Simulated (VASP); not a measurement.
Here is a VASP 6.6.1 calculation.

Contents of INCAR:

```
PREC = Accurate
ENCUT = 520
EDIFF = 1E-6
ISMEAR = -1
SIGMA = 0.05
LREAL = F
LASPH = T
NELM = 80
ALGO = Normal
ISIF = 2
LWAVE = F
LCHARG = T
GGA = CA
LELF = T
LVHAR = T
NBANDS = 25
```

Contents of KPOINTS:

```
Automatic mesh
0
Gamma
  10 10 5
```

File POSCAR:

```
CuO
1.0
    2.3601779360     -1.7247473506      0.0000000000
    2.3601779360      1.7247473506      0.0000000000
   -0.8662535568      0.0000000000      5.0929435705
Cu O
2 2
Direct
    0.4968000000      0.0032000000      0.5000000000
    0.0032000000      0.4968000000      0.0000000000
    0.4056000000      0.5714000000      0.7537000000
    0.5714000000      0.4056000000      0.2537000000
```

Potentials or basis: VASP PAW LDA potentials, release 64 (Cu, O).

Run with:

```console
$ cat potpaw_LDA.64/Cu/POTCAR potpaw_LDA.64/O/POTCAR > POTCAR
$ mpirun -np 1 vasp_std > vasp.out
```

(1) Estimate the pressure.

(2) What does it give for the band gap on the k mesh?

(3) Estimate the largest force.

Answers

(1) -11.9 GPa.

(2) zero (band 17 reaches 5.35 eV, above the bottom of band 18 at 4.74 eV).

(3) 0.781 eV/Å.

Caveat: semilocal functionals often make such compounds metallic where correlation or magnetic order opens a gap, which also shifts bond lengths.
